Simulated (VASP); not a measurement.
Here is a VASP 6.6.1 calculation.

INCAR

```
SYSTEM = C
ALGO     = Normal         ! electronic algorithm
EDIFF    = 1E-7           ! SCF threshold, eV
EDIFFG   = -0.04          ! ionic threshold
ENCUT    = 910            ! plane-wave cutoff, eV
GGA      = PE             ! functional
GGA_COMPAT= .False.      
IBRION   = 2              ! ionic algorithm
ISIF     = 3              ! what is computed and relaxed
ISMEAR   = 0              ! smearing method
LASPH    = .True.         ! aspherical terms in the spheres
LCHARG   = .False.        ! write CHGCAR
LREAL    = .False.        ! projectors in reciprocal space
LWAVE    = .False.        ! write WAVECAR
NELM     = 120            ! most SCF steps
NELMIN   = 4            
NSW      = 90             ! ionic steps
PREC     = Accurate       ! precision mode
SIGMA    = 0.1            ! smearing width, eV
```

File KPOINTS:

```
k-points
0
Gamma
  6 6 6
  0 0 0
```

POSCAR

```
C
1.0
    3.4605991900      0.0000000000      0.0000000000
    0.0000000000      3.4605991900      0.0000000000
    0.0000000000      0.0000000000      3.5491583900
C
8
Direct
    0.2058192000      0.4510069400      0.9491785700
    0.0489930600      0.2941808000      0.5508214300
    0.9510069400      0.7058192000      0.5508214300
    0.4510069400      0.7941808000      0.0508214300
    0.7941808000      0.5489930600      0.9491785700
    0.7058192000      0.0489930600      0.4491785700
    0.2941808000      0.9510069400      0.4491785700
    0.5489930600      0.2058192000      0.0508214300
```

Potentials or basis: VASP PAW PBE potentials, release 64 (C_h).

The run is started by

```bash
$ cat potpaw_PBE.64/C_h/POTCAR > POTCAR
$ mpirun -np 1 vasp_std > vasp.out
```

Question: Predict the band gap on the k mesh.

Answer: Zero (bands 16 and 17 overlap by 5.21 eV).

Question: Estimate the relaxed volume.

Answer: 7.74 Å³/atom.

Final structure:
```yaml
crystal:
  lattice:
    - [3.43938, 0.00000, 0.00000]
    - [0.00000, 3.43938, 0.00000]
    - [0.00000, 0.00000, 5.23590]
  atoms:
    - { symbol: C, position: [0.20098, 0.50009, 0.00022] }
    - { symbol: C, position: [0.99991, 0.29902, 0.49978] }
    - { symbol: C, position: [0.00009, 0.70098, 0.49978] }
    - { symbol: C, position: [0.50009, 0.79902, 0.99978] }
    - { symbol: C, position: [0.79902, 0.49991, 0.00022] }
    - { symbol: C, position: [0.70098, 0.99991, 0.50022] }
    - { symbol: C, position: [0.29902, 0.00009, 0.50022] }
    - { symbol: C, position: [0.49991, 0.20098, 0.99978] }
```

Caveat: the cutoff is under 1.25 times the usual one of these potentials, so pressure, stress and relaxed cells hold a basis-set (Pulay) error; the volume moved by over 15 % at a fixed basis, so the end points are rough.
